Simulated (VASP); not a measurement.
# Al5Si in VASP: further runs

The runs below take Al5Si through single point, with PBE.

Program: VASP 6.6.1. These are calculated values, not measurements. Logs are shortened: lines on timing, memory, paths and dates and some standing lists are left out, and cuts for length are marked.

### Step 1. The cell of the first run

The cell holds a slab with vacuum, 6 atoms: a = 2.857 Å, b = 2.857 Å, c = 27.666 Å, α = 90.00°, β = 90.00°, γ = 120.00°.

### Step 2. Single point, PBE

Input file INCAR:

```
PREC = Accurate
ENCUT = 520
EDIFF = 1E-6
ISMEAR = -1
SIGMA = 0.08
LREAL = False
LASPH = True
NELM = 60
ALGO = Normal
ISIF = 2
LWAVE = False
LCHARG = True
LDIPOL = True
IDIPOL = 3
DIPOL = 0.5 0.5 0.500
GGA = PE
LELF = True
LVHAR = True
LVACPOTAV = True
NBANDS = 18
```

Input file KPOINTS:

```
Automatic mesh
0
Gamma
  16 16 1
```

Input file POSCAR:

```
Al5Si
1.0
    2.8574853682      0.0000000000      0.0000000000
   -1.4287426841      2.4746549198      0.0000000000
    0.0000000000      0.0000000000     27.6656000000
Si Al
1 5
Direct
    0.1666666667      0.3333333333      0.2884232327
    0.5000000000      1.0000000000      0.3733263991
    0.8333333333      0.6666666667      0.4574612037
    0.1666666667      0.3333333333      0.5425387958
    0.5000000000      1.0000000000      0.6266736016
    0.8333333333      0.6666666667      0.7115767664
```

Potentials or basis: VASP PAW PBE potentials, release 64 (Si, Al).

The run is started by

```bash
$ cat potpaw_PBE.64/Si/POTCAR potpaw_PBE.64/Al/POTCAR > POTCAR
$ mpirun -np 1 vasp_std > vasp.out
```

OUTCAR:

```text
PREC = Accurate
   ENCUT = 520
   EDIFF = 1E-6
   ISMEAR = -1
   LREAL = False
   LASPH = True
   NELM = 60
   ISIF = 2
   GGA = PE

 ion  position               nearest neighbor table
   1  0.167  0.333  0.288-   2 2.87   2 2.87   2 2.87
   2  0.500  0.000  0.373-   3 2.85   3 2.85   3 2.85   1 2.87   1 2.87   1 2.87
   3  0.833  0.667  0.457-   2 2.85   2 2.85   2 2.85   4 2.87   4 2.87   4 2.87
   4  0.167  0.333  0.543-   5 2.85   5 2.85   5 2.85   3 2.87   3 2.87   3 2.87
   5  0.500  0.000  0.627-   4 2.85   4 2.85   4 2.85   6 2.87   6 2.87   6 2.87
   6  0.833  0.667  0.712-   5 2.87   5 2.87   5 2.87

  LATTYP: Found a hexagonal cell.
 ALAT       =     2.8574853682
 C/A-ratio  =     9.6817993568

  Lattice vectors:

 A1 = (   2.8574853682,   0.0000000000,   0.0000000000)
 A2 = (  -1.4287426841,   2.4746549198,   0.0000000000)
 A3 = (   0.0000000000,   0.0000000000,  27.6656000000)

Analysis of symmetry for initial positions (statically):
=====================================================================
 Subroutine PRICEL returns:
 Original cell was already a primitive cell.

 Routine SETGRP: Setting up the symmetry group for a
 hexagonal supercell.

 Subroutine GETGRP returns: Found  6 space group operations
 (whereof  2 operations were pure point group operations)
 out of a pool of 24 trial point group operations.

The static configuration has the point symmetry C_1h.
 The point group associated with its full space group is C_3v.

Analysis of symmetry for dynamics (positions and initial velocities):
=====================================================================
 Subroutine PRICEL returns:
 Original cell was already a primitive cell.

 Routine SETGRP: Setting up the symmetry group for a
 hexagonal supercell.

 Subroutine GETGRP returns: Found  6 space group operations
 (whereof  2 operations were pure point group operations)
 out of a pool of 24 trial point group operations.

The dynamic configuration has the point symmetry C_1h.
 The point group associated with its full space group is C_3v.

 Subroutine INISYM returns: Found  6 space group operations
 (whereof  2 operations are pure point group operations),
 and found     1 'primitive' translations

----------------------------------------------------------------------------------------

                                     Primitive cell

  volume of cell :     195.6315

  direct lattice vectors                    reciprocal lattice vectors
     2.857485368  0.000000000  0.000000000     0.349958047  0.202048373  0.000000000
    -1.428742684  2.474654920  0.000000000     0.000000000  0.404096746  0.000000000
     0.000000000  0.000000000 27.665600000     0.000000000  0.000000000  0.036145972

  length of vectors
     2.857485368  2.857485368 27.665600000     0.404096746  0.404096746  0.036145972

  position of ions in fractional coordinates (direct lattice)
     0.166666667  0.333333333  0.288423233
     0.500000000  0.000000000  0.373326399
     0.833333333  0.666666667  0.457461204
     0.166666667  0.333333333  0.542538796
     0.500000000  0.000000000  0.626673602
     0.833333333  0.666666667  0.711576766

  ion indices of the primitive-cell ions
   primitive index   ion index
                 1           1
                 2           2
                 3           3
                 4           4
                 5           5
                 6           6

----------------------------------------------------------------------------------------

 KPOINTS: Automatic mesh

Automatic generation of k-mesh.
 Grid dimensions read from file:
 generate k-points for:   16   16    1

 Generating k-lattice:

  Cartesian coordinates                     Fractional coordinates (reciprocal lattice)
     0.021872378  0.012628023  0.000000000     0.062500000  0.000000000  0.000000000
     0.000000000  0.025256047  0.000000000     0.000000000  0.062500000  0.000000000
     0.000000000  0.000000000  0.036145972     0.000000000  0.000000000  1.000000000

  Length of vectors
     0.025256047  0.025256047  0.036145972

  Shift w.r.t. Gamma in fractional coordinates (k-lattice)
     0.000000000  0.000000000  0.000000000

 Subroutine IBZKPT returns following result:
 ===========================================

 Found     30 irreducible k-points:

 Following reciprocal coordinates:
            Coordinates               Weight
  0.000000  0.000000  0.000000      1.000000
  0.062500  0.000000  0.000000      6.000000
  0.125000  0.000000  0.000000      6.000000
  0.187500 -0.000000  0.000000      6.000000
  0.250000  0.000000  0.000000      6.000000
  0.312500  0.000000  0.000000      6.000000
[... 16 lines left out ...]
  0.187500  0.187500  0.000000      6.000000
  0.250000  0.187500  0.000000     12.000000
 [... further k-points ...]
   k-points           NKPTS =     30   k-points in BZ     NKDIM =     30   number of bands    NBANDS=     18
   number of dos      NEDOS =    301   number of ions     NIONS =      6
   total plane-waves  NPLWV = 120960
   dimension x,y,z NGX =    24 NGY =   24 NGZ =  210
   dimension x,y,z NGXF=    48 NGYF=   48 NGZF=  420
   ions per type =               1   5
   NGX,Y,Z   is equivalent  to a cutoff of  13.96, 13.96, 12.62 a.u.
   NGXF,Y,Z  is equivalent  to a cutoff of  27.93, 27.93, 25.24 a.u.
 SYSTEM =  unknown system
   PREC   = accura    normal or accurate (medium, high low for compatibility)
   ISTART =      0    job   : 0-new  1-cont  2-samecut
   ICHARG =      2    charge: 1-file 2-atom 10-const
   ISPIN  =      1    spin polarized calculation?
   LNONCOLLINEAR =      F non collinear calculations
   LSORBIT =      F    spin-orbit coupling
   LASPH  =      T    aspherical Exc in radial PAW
   ENCUT  =  520.0 eV  38.22 Ry    6.18 a.u.   5.31  5.31 51.44*2*pi/ulx,y,z
   NELM   =     60;   NELMIN=  2; NELMDL= -5     # of ELM steps
   EDIFF  = 0.1E-05   stopping-criterion for ELM
   LREAL  =      F    real-space projection
   EDIFFG = 0.1E-04   stopping-criterion for IOM
   NSW    =      0    number of steps for IOM
   IBRION =     -1    ionic relax: 0-MD 1-quasi-New 2-CG
   NFREE  =      0    steps in history (QN), initial steepest desc. (CG)
   ISIF   =      2    stress and relaxation
   ISYM   =      2    0-nonsym 1-usesym 2-fastsym
   POTIM  = 0.5000    time-step for ionic-motion
[... 11 lines left out ...]
     AMIX_MAG =   1.60;   BMIX_MAG =  1.00
  volume/ion in A,a.u.               =      32.61       220.03
  Fermi-wavevector in a.u.,A,eV,Ry     =   0.752511  1.422040  7.704618  0.566273
  Thomas-Fermi vector in A             =   1.849739
   LORBIT       =      0    0 simple, 1 ext, 2 COOP (PROOUT), +10 PAW based schemes
   GGA     = PE    functional components
   LHFCALC =     F    Hartree Fock is set to
   AEXX    =    0.0000 exact exchange contribution
   IVDW    =     0    specifies the selected vdW correction
   LEPSILON=     F    determine dielectric tensor
   LRPA    =     F    only Hartree local field effects (RPA)
 non-spin polarized calculation
  energy-cutoff  :      520.00
  volume of cell :      195.63
 maximum number of plane-waves:      5304
 NGX is ok and might be reduce to    24
   NGX = 11   NGY = 11   NGZ =103

 dipolmoment           0.000000      0.000000      0.006733 electrons x Angstroem

 number of electron      19.0000000 magnetization

 dipolmoment           0.000000      0.000000     -0.017962 electrons x Angstroem

 Free energy of the ion-electron system (eV)
  ---------------------------------------------------
  ext. energy  EPLUGINS =         0.00000000
  ---------------------------------------------------
  free energy    TOTEN  =       -22.99241480 eV

  energy without entropy =      -22.93987622  energy(sigma->0) =      -22.96614551

 E-fermi :   2.0279     XC(G=0):  -5.8494

 val. band max:        1.9590535591   @ k =   0.3125   0.0000   0.0000
 cond. band min:       2.0804348836   @ k =   0.3125   0.0625   0.0000
 fundamental gap:      0.1213813245
 Fermi energy:         2.0279313410

 k-point     1 :       0.0000    0.0000    0.0000
  band No.  band energies     occupation
      1      -9.4872      2.00000
      2      -8.7734      2.00000
      3      -8.0143      2.00000
      4      -6.8965      2.00000
      5      -5.4346      2.00000
      6      -3.7181      2.00000
[... 10 lines left out ...]
     17      10.5806      0.00000
     18      10.6626      0.00000

 k-point     2 :       0.0625    0.0000    0.0000
  band No.  band energies     occupation
      1      -9.3945      2.00000
      2      -8.6794      2.00000
      3      -7.9208      2.00000
      4      -6.8035      2.00000
      5      -5.3423      2.00000
      6      -3.6263      2.00000
[... 10 lines left out ...]
     17      10.1365      0.00000
     18      10.6442      0.00000

 k-point     3 :       0.1250    0.0000    0.0000
  band No.  band energies     occupation
      1      -9.1169      2.00000
      2      -8.3976      2.00000
      3      -7.6405      2.00000
      4      -6.5249      2.00000
      5      -5.0657      2.00000
      6      -3.3515      2.00000
[... 10 lines left out ...]
     17       8.9376      0.00000
     18       9.4586      0.00000

 k-point     4 :       0.1875   -0.0000    0.0000
  band No.  band energies     occupation
      1      -8.6555      2.00000
      2      -7.9292      2.00000
      3      -7.1748      2.00000
      4      -6.0619      2.00000
      5      -4.6064      2.00000
      6      -2.8959      2.00000
[... 10 lines left out ...]
     17       8.1463      0.00000
     18       8.5161      0.00000

 k-point     5 :       0.2500    0.0000    0.0000
  band No.  band energies     occupation
      1      -8.0123      2.00000
      2      -7.2761      2.00000
      3      -6.5253      2.00000
      4      -5.4165      2.00000
      5      -3.9667      2.00000
      6      -2.2640      2.00000
[... 10 lines left out ...]
     17       7.8285      0.00000
     18       7.9154      0.00000

 k-point     6 :       0.3125    0.0000    0.0000
  band No.  band energies     occupation
      1      -7.1906      2.00000
      2      -6.4408      2.00000
      3      -5.6949      2.00000
      4      -4.5919      2.00000
      5      -3.1510      2.00000
      6      -1.4661      2.00000
[... 307 lines left out ...]
 k-point    21 :       0.3750    0.1250    0.0000
  band No.  band energies     occupation
      1      -4.7835      2.00000
      2      -3.9677      2.00000
      3      -3.2425      2.00000
      4      -2.1764      2.00000
      5      -1.7635      2.00000
      6      -1.0981      2.00000
[... 10 lines left out ...]
     17       5.3841      0.00000
     18       5.8006      0.00000

 k-point    22 :       0.4375    0.1250    0.0000
  band No.  band energies     occupation
      1      -3.8196      2.00000
      2      -2.9713      2.00000
      3      -2.6138      2.00000
      4      -2.5712      2.00000
      5      -1.9534      2.00000
      6      -1.8032      2.00000
[... 10 lines left out ...]
     17       5.3026      0.00000
     18       5.8596      0.00000

 k-point    23 :       0.1875    0.1875    0.0000
  band No.  band energies     occupation
      1      -7.0081      2.00000
      2      -6.2558      2.00000
      3      -5.5109      2.00000
      4      -4.4092      2.00000
      5      -2.9701      2.00000
      6      -1.2871      2.00000
[... 10 lines left out ...]
     17       5.7807      0.00000
     18       6.5336      0.00000

 k-point    24 :       0.2500    0.1875    0.0000
  band No.  band energies     occupation
      1      -6.1041      2.00000
      2      -5.3349      2.00000
      3      -4.5959      2.00000
      4      -3.5015      2.00000
      5      -2.0764      2.00000
      6      -0.4328      2.00000
[... 10 lines left out ...]
     17       5.3383      0.00000
     18       5.7122      0.00000

 [... further k-points ...]
[... 5 lines left out ...]
  --------------------------------------------------------------------------------------
  -------------------------------------------------------------------------------------
  Total       -2.0428272     -2.0428272     -1.1975134      0.0000000     -0.0000000      0.0000000
  in kB      -16.7302897    -16.7302897     -9.8073622      0.0000000     -0.0000000      0.0000000
  external PRESSURE =     -14.4226472 kB  Pullay stress =       0.0000000 kB

 VOLUME and BASIS-vectors are now :
 -----------------------------------------------------------------------------
  energy-cutoff  :      520.00
  volume of cell :      195.63
      direct lattice vectors                 reciprocal lattice vectors
     2.857485368  0.000000000  0.000000000     0.349958047  0.202048373  0.000000000
    -1.428742684  2.474654920  0.000000000     0.000000000  0.404096746  0.000000000
     0.000000000  0.000000000 27.665600000     0.000000000  0.000000000  0.036145972

 POSITION                                       TOTAL-FORCE (eV/Angst)
 -----------------------------------------------------------------------------------
      0.00000      0.82488      7.97940         0.000000      0.000000      0.433251
      1.42874      0.00000     10.32830        -0.000000      0.000000     -0.425798
      1.42874      1.64977     12.65594         0.000000      0.000000      0.024503
      0.00000      0.82488     15.00966        -0.000000      0.000000     -0.005042
      1.42874      0.00000     17.33730        -0.000000      0.000000     -0.018114
      1.42874      1.64977     19.68620         0.000000      0.000000     -0.008799
 -----------------------------------------------------------------------------------
    total drift:                                0.000000      0.000000     -0.000036

  FREE ENERGIE OF THE ION-ELECTRON SYSTEM (eV)
  ---------------------------------------------------
  free  energy   TOTEN  =       -22.9924148013 eV

  energy  without entropy=      -22.9398762239  energy(sigma->0) =      -22.96614551

 vacuum level on the upper side and lower side of the slab         6.033         6.492
```

Wall time 2.5 min (1 thread of AMD EPYC 9R45 (Zen 5), shared host); peak memory 0.34 GiB.

What came out:

```yaml
Free_energy: -22.9924 eV
Largest_force: 0.433 eV/Å
Band_gap_on_the_k_mesh: zero (an odd number of electrons rules out a gap without spin polarisation)
```

Forces on the atoms (eV/Å):
```
Si   0.000  0.000  0.433
Al   0.000  0.000 -0.426
Al   0.000  0.000  0.025
Al   0.000  0.000 -0.005
Al   0.000  0.000 -0.018
Al   0.000  0.000 -0.009
```

Levels at points of the mesh, in eV from the Fermi level:
```tsv
k point	band 7	band 8	band 9	band 10	band 11	band 12
(0.00, 0.00, 0.00)	-3.98	-1.93	0.21	2.28	3.60	4.40
(0.50, 0.00, 0.00)	-3.24	-3.03	-1.89	-1.30	-0.11	0.27
```

### Step 3. Single point, PBE

Input file INCAR:

```
SYSTEM = Al5Si
ALGO = Normal
DIPOL = 0.5 0.5 0.500
EDIFF = 1E-6
ENCUT = 520
GGA = PE
IDIPOL = 3
ISIF = 2
ISMEAR = -1
LASPH = .TRUE.
LCHARG = .TRUE.
LDIPOL = .TRUE.
LELF = .TRUE.
LREAL = .FALSE.
LVACPOTAV = .TRUE.
LVHAR = .TRUE.
LWAVE = .FALSE.
NBANDS = 18
NELM = 60
PREC = Accurate
SIGMA = 0.08
```

Input file KPOINTS:

```
k-points
0
G
  16 16 1
  0 0 0
```

POSCAR is that of step 2.

Potentials or basis: VASP PAW PBE potentials, release 64 (Si, Al).

The run is started by

```bash
$ cat potpaw_PBE.64/Si/POTCAR potpaw_PBE.64/Al/POTCAR > POTCAR
$ mpirun -np 1 vasp_std > vasp.out
```

Run time: 2.7 min. Hardware: 1 thread of AMD EPYC 9R45 (Zen 5), shared host; peak memory 0.33 GiB.

Results (log left out):

* Free energy: -22.9924 eV
* Largest force: 0.433 eV/Å
* Band gap on the k mesh: zero (an odd number of electrons rules out a gap without spin polarisation)

Forces in eV/Å, atoms in the order of the input:
```
Si   0.000  0.000  0.433
Al   0.000  0.000 -0.426
Al   0.000  0.000  0.025
Al   0.000  0.000 -0.005
Al   0.000  0.000 -0.018
Al   0.000  0.000 -0.009
```

Levels at points of the mesh, in eV from the Fermi level:
```tsv
k point	band 5	band 6	band 7	band 8	band 9	band 10	band 11	band 12	band 13	band 14
(0.00, 0.00, 0.00)	-7.46	-5.75	-3.98	-1.93	0.21	2.28	3.60	4.40	4.62	6.18
(0.50, 0.00, 0.00)	-4.25	-4.10	-3.24	-3.03	-1.89	-1.30	-0.11	0.27	1.48	1.87
```

### Step 4. Single point, PBE

Input file INCAR:

```
PREC     = Accurate       # precision mode
ENCUT    = 520            # plane-wave cutoff, eV
EDIFF    = 1E-6           # SCF threshold, eV
ISMEAR   = -1             # smearing method
SIGMA    = 0.08           # smearing width, eV
LREAL    = False          # projectors in reciprocal space
LASPH    = True           # aspherical terms in the spheres
NELM     = 60             # most SCF steps
ALGO     = Normal         # electronic algorithm
ISIF     = 2              # what is computed and relaxed
LWAVE    = False          # write WAVECAR
LCHARG   = False          # write CHGCAR
LDIPOL   = True         
IDIPOL   = 3            
DIPOL    = 0.5 0.5 0.500
GGA      = PE             # functional
NBANDS   = 18             # bands
```

Input file KPOINTS:

```
Automatic mesh
0
Gamma
  16 16 1
```

Input file POSCAR:

```
Al5Si
1.0
    2.8574853682      0.0000000000      0.0000000000
   -1.4287426841      2.4746549198      0.0000000000
    0.0000000000      0.0000000000     27.6656000000
Al Si
5 1
Direct
    0.1666666667      0.3333333333      0.2884232327
    0.5000000000      1.0000000000      0.3733263991
    0.1666666667      0.3333333333      0.5425387958
    0.5000000000      1.0000000000      0.6266736016
    0.8333333333      0.6666666667      0.7115767664
    0.8333333333      0.6666666667      0.4574612037
```

Potentials or basis: VASP PAW PBE potentials, release 64 (Al, Si).

The run is started by

```bash
$ cat potpaw_PBE.64/Al/POTCAR potpaw_PBE.64/Si/POTCAR > POTCAR
$ mpirun -np 1 vasp_std > vasp.out
```

Wall time 2.6 min (1 thread of AMD EPYC 9R45 (Zen 5), shared host); peak memory 0.33 GiB.

It converged, with:

- Free energy: -22.9413 eV
- Largest force: 0.406 eV/Å
- Band gap on the k mesh: zero (an odd number of electrons rules out a gap without spin polarisation)

Forces on the atoms (eV/Å):
```
Al   0.000  0.000  0.000
Al   0.000  0.000  0.406
Al   0.000  0.000 -0.284
Al   0.000  0.000 -0.045
Al   0.000  0.000 -0.014
Si   0.000  0.000 -0.064
```

Levels at points of the mesh, in eV from the Fermi level:
| k point | band 5 | band 6 | band 7 | band 8 | band 9 | band 10 | band 11 | band 12 | band 13 | band 14 |
| --- | --- | --- | --- | --- | --- | --- | --- | --- | --- | --- |
| (0.00, 0.00, 0.00) | -7.38 | -5.84 | -4.03 | -1.97 | 0.10 | 2.09 | 3.34 | 4.16 | 4.36 | 5.96 |
| (0.50, 0.00, 0.00) | -4.14 | -4.04 | -3.27 | -2.80 | -1.69 | -1.22 | -0.14 | 0.17 | 1.44 | 1.87 |

### Step 5. Single point, PBE

Input file INCAR:

```
SYSTEM = Al5Si
ALGO     = Normal         ! electronic algorithm
DIPOL    = 0.5 0.5 0.500
EDIFF    = 1E-6           ! SCF threshold, eV
ENCUT    = 520            ! plane-wave cutoff, eV
GGA      = PE             ! functional
IDIPOL   = 3            
ISIF     = 2              ! what is computed and relaxed
ISMEAR   = -1             ! smearing method
LASPH    = .TRUE.         ! aspherical terms in the spheres
LCHARG   = .FALSE.        ! write CHGCAR
LDIPOL   = .TRUE.       
LREAL    = .FALSE.        ! projectors in reciprocal space
LWAVE    = .FALSE.        ! write WAVECAR
NBANDS   = 18             ! bands
NELM     = 100            ! most SCF steps
PREC     = Accurate       ! precision mode
SIGMA    = 0.08           ! smearing width, eV
```

Input file KPOINTS:

```
k-points
0
G
  16 16 1
  0 0 0
```

POSCAR is that of step 4.

The run is started by

```bash
$ cat potpaw_PBE.64/Al/POTCAR potpaw_PBE.64/Si/POTCAR > POTCAR
$ mpirun -np 1 vasp_std > vasp.out
```

Run time: 2.5 min. Hardware: 1 thread of AMD EPYC 9R45 (Zen 5), shared host; peak memory 0.33 GiB.

The run converged. Its results:

```
Free energy            : -22.9413 eV
Largest force          : 0.406 eV/Å
Band gap on the k mesh : zero (an odd number of electrons rules out a gap without spin polarisation)
```

Forces on the atoms (eV/Å):
```
Al   0.000  0.000  0.000
Al   0.000  0.000  0.406
Al   0.000  0.000 -0.284
Al   0.000  0.000 -0.045
Al   0.000  0.000 -0.014
Si   0.000  0.000 -0.064
```

Levels at points of the mesh, in eV from the Fermi level:
```
           k point  band 7  band 8  band 9  band 10  band 11  band 12
(0.00, 0.00, 0.00)   -4.03   -1.97    0.10     2.09     3.34     4.16
(0.50, 0.00, 0.00)   -3.27   -2.80   -1.69    -1.22    -0.14     0.17
```
